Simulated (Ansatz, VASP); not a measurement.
**Al: VASP beside Ansatz**

Contents of INCAR:

```
ALGO = Normal
EDIFF = 1E-6
ENCUT = 500
GGA = PE
GGA_COMPAT = F
ISIF = 2
ISMEAR = 0
IVDW = 12
LASPH = T
LCHARG = F
LREAL = F
LWAVE = F
NBANDS = 10
NELM = 120
PREC = Accurate
SIGMA = 0.1
```

Contents of KPOINTS:

```
k-points
0
Gamma
  9 9 6
```

POSCAR

```
Al
1.0
    2.8124553515      0.0000000000      0.0000000000
   -1.4062276757      2.4356577814      0.0000000000
    0.0000000000      0.0000000000      4.8668500000
Al
2
Direct
    0.6666666667      0.3333333333      0.7500000000
    0.3333333333      0.6666666667      0.2500000000
```

Input for Ansatz:

```yaml
crystal:
  lattice:
    - [2.8124553515, 0.0, 0.0]
    - [-1.4062276757, 2.4356577814, 0.0]
    - [0.0, 0.0, 4.86685]
  atoms:
    - { symbol: Al, position: [0.6666666667, 0.3333333333, 0.75] }
    - { symbol: Al, position: [0.3333333333, 0.6666666667, 0.25] }
basis:
  ecutwfc: 420
kpoints:
  mp_grid: { grid: [9, 9, 6] }
hamiltonian:
  xc: pbe
  dispersion: d3bj
scf:
  occupations: { method: gaussian, width: 0.1 }
output:
  forces: true
  stress: true
  eigenvalues: true
```

Alike in both runs: task single point; functional PBE; dispersion D3(BJ); k mesh 9 × 9 × 6; occupations gaussian, width 0.1 eV; no spin polarisation.

|  | VASP | Ansatz |
| --- | --- | --- |
| version | VASP 6.6.1 | Ansatz 0.2.0 |
| potentials or method | VASP PAW PBE potentials, release 64 (Al), cutoff 500 eV | scalar-relativistic, plane waves, PAW |
| valence electrons in the cell | 6 | 6 |

|  | VASP | Ansatz | Ansatz less VASP |
| --- | --- | --- | --- |
| gap on the k mesh at the Fermi level (eV) | none | none | - |
| pressure (GPa) | -3.2 | -3.2 | +0.03 |
| traceless stress, the component that is largest in VASP (GPa) | -0.70 | -0.71 | -0.010 |

A gap of «none» marks a metal or a gap that the smearing closes.
